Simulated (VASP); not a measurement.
Ga:

```
Ga
1.0
    -1.38440    1.38440    2.31122
     1.38440   -1.38440    2.31122
     1.38440    1.38440   -2.31122
Ga
1
Direct
  0.00000 0.00000 0.00000
```

| Quantity | Value |
| --- | --- |
| Program | VASP 6.6.1 |
| Task | relaxation of cell and atoms |
| Functional | RPBE |
| Dispersion | D3(BJ) |
| Potentials or basis | VASP PAW PBE potentials, release 64 (Ga_d) |
| Cutoff | 600 eV |
| k mesh | 13 × 13 × 13 |
| Occupations | fermi-dirac, width 0.05 eV |
| Spin | no spin polarisation |

At the start: pressure -14.2 GPa; volume 17.72 Å³/atom.

**Question.** Where does the relaxation end?

**Answer.** Over 13 steps the energy falls by 170.8 meV/atom and the volume is 14.63 Å³/atom (-17.4 %); space group I4/mmm (No. 139, to 0.1 Å) before and after.

The path:
| step | energy change (eV) | largest force (eV/Å) | pressure (GPa) | volume (Å³) |
| --- | --- | --- | --- | --- |
| 1 | 0.0000 | 0.0000 | -14.21 | 17.72 |
| 2 | -0.1525 | 0.0000 | 5.60 | 13.98 |
| 3 | -0.1639 | 0.0000 | 0.50 | 14.61 |
| 4 | -0.1638 | 0.0000 | -0.06 | 14.67 |
| 5 | -0.1707 | 0.0000 | 0.12 | 14.61 |
| 6 | -0.1708 | 0.0000 | 0.09 | 14.60 |
| 7 | -0.1708 | 0.0000 | 0.21 | 14.60 |
| 8 | -0.1708 | 0.0000 | -0.14 | 14.64 |
| 9 | -0.1708 | 0.0000 | 0.04 | 14.63 |
| 10 | -0.1708 | 0.0000 | -0.20 | 14.63 |
| 11 | -0.1708 | 0.0000 | 0.16 | 14.63 |
| 12 | -0.1708 | 0.0000 | 0.03 | 14.63 |
| 13 | -0.1708 | 0.0000 | -0.02 | 14.63 |

Final structure:
```
Ga
1.0
    -1.31742    1.31742    2.10766
     1.31742   -1.31742    2.10766
     1.31742    1.31742   -2.10766
Ga
1
Direct
  0.00000 0.00000 0.00000
```

Caveat: the volume moved by over 15 % at a fixed basis, so the end points are rough; the PAW data sets were made with another functional, which shifts forces and pressure a little.
